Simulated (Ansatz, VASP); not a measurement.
Two plane-wave programs on SnTe2

Contents of INCAR:

```
PREC = Accurate ; ENCUT = 520
EDIFF = 1E-6 ; ISMEAR = -1
SIGMA = 0.02 ; LREAL = F
LASPH = T ; NELM = 80
ALGO = Normal ; ISIF = 2
LWAVE = F ; LCHARG = F
GGA = PS ; NBANDS = 20
```

Contents of KPOINTS:

```
regular mesh
0
Gamma
  4 4 4
```

POSCAR

```
SnTe2
1.0
    0.0000000000      3.7010376726      3.7010376726
    3.7010376726      0.0000000000      3.7010376726
    3.7010376726      3.7010376726      0.0000000000
Sn Te
1 2
Direct
    0.0000000000      0.0000000000      0.0000000000
    0.2500000000      0.2500000000      0.2500000000
    0.7500000000      0.7500000000      0.7500000000
```

Input for Ansatz:

```yaml
crystal:
  lattice:
    - [0.0, 3.7010376726, 3.7010376726]
    - [3.7010376726, 0.0, 3.7010376726]
    - [3.7010376726, 3.7010376726, 0.0]
  atoms:
    - { symbol: Sn, position: [0.0, 0.0, 0.0] }
    - { symbol: Te, position: [0.25, 0.25, 0.25] }
    - { symbol: Te, position: [0.75, 0.75, 0.75] }
kpoints:
  mp_grid: { grid: [4, 4, 4] }
hamiltonian:
  xc: pbesol
scf:
  occupations: { method: fermi_dirac, width: 0.02 }
  n_extra_bands: 4
output:
  forces: true
  stress: true
  eigenvalues: true
```

Alike in both runs: task single point; functional PBEsol; k mesh 4 × 4 × 4; occupations fermi-dirac, width 0.02 eV; no spin polarisation.

```csv
,VASP,Ansatz
version,VASP 6.6.1,Ansatz 0.2.0
potentials or method,"VASP PAW PBE potentials, release 64 (Sn_d, Te)",plane waves
plane-wave cutoff (eV),520,420
valence electrons in the cell,26,46
```

```csv
,VASP,Ansatz,Ansatz less VASP
pressure (GPa),-1.4,-1.4,0.00
```

VASP's potentials were made for PBE, not for PBEsol. VASP's potentials hold 26 valence electrons a cell and Ansatz's 46, so a difference there can come from the potentials and not from the codes.

The k mesh is coarse, so the values compare programs but aren't converged. Spin-orbit coupling is off throughout.
